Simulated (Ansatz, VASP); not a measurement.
One calculation of ZrO2, two programs

The input INCAR:

```
SYSTEM = ZrO2
ALGO = Normal
EDIFF = 1E-6
ENCUT = 600
GGA = PE
GGA_COMPAT = .False.
ISIF = 2
ISMEAR = 0
LASPH = .True.
LCHARG = .True.
LELF = .True.
LREAL = .False.
LVHAR = .True.
LWAVE = .False.
NBANDS = 19
NELM = 120
PREC = Accurate
SIGMA = 0.05
```

The input KPOINTS:

```
k-points
0
Gamma
  10 10 10
  0 0 0
```

The input POSCAR:

```
ZrO2
1.0
    0.0000000000      2.6938394729      2.6938394729
    2.6938394729      0.0000000000      2.6938394729
    2.6938394729      2.6938394729      0.0000000000
Zr O
1 2
Direct
    0.0000000000      0.0000000000      0.0000000000
    0.2500000000      0.2500000000      0.2500000000
    0.7500000000      0.7500000000      0.7500000000
```

Input for Ansatz:

```yaml
crystal:
  lattice:
    - [0.0, 2.6938394729, 2.6938394729]
    - [2.6938394729, 0.0, 2.6938394729]
    - [2.6938394729, 2.6938394729, 0.0]
  atoms:
    - { symbol: Zr, position: [0.0, 0.0, 0.0] }
    - { symbol: O, position: [0.25, 0.25, 0.25] }
    - { symbol: O, position: [0.75, 0.75, 0.75] }
basis:
  ecutwfc: 500
  fft_grid_basis: typed
kpoints:
  mp_grid: { grid: [10, 10, 10] }
hamiltonian:
  xc: pbe
scf:
  occupations: { method: gaussian, width: 0.05 }
output:
  forces: true
  stress: true
  eigenvalues: true
  bader: true
  write_density: true
  volumetric_format: npy
  elf: true
```

Alike in both runs: task single point; functional PBE; k mesh 10 × 10 × 10; occupations gaussian, width 0.05 eV; no spin polarisation.

```csv
,VASP,Ansatz
version,VASP 6.6.1,Ansatz 0.2.0
potentials or method,"VASP PAW PBE potentials, release 64 (Zr_sv, O), cutoff 600 eV","scalar-relativistic, plane waves, PAW"
valence electrons in the cell,24,24
```

|  | VASP | Ansatz | Ansatz less VASP |
| --- | --- | --- | --- |
| gap on the k mesh at the Fermi level (eV) | 2.86 | 2.87 | +0.004 |
| pressure (GPa) | -26.4 | -26.3 | +0.05 |

With one functional, cell and mesh, what is left measures potentials, basis and numerics.
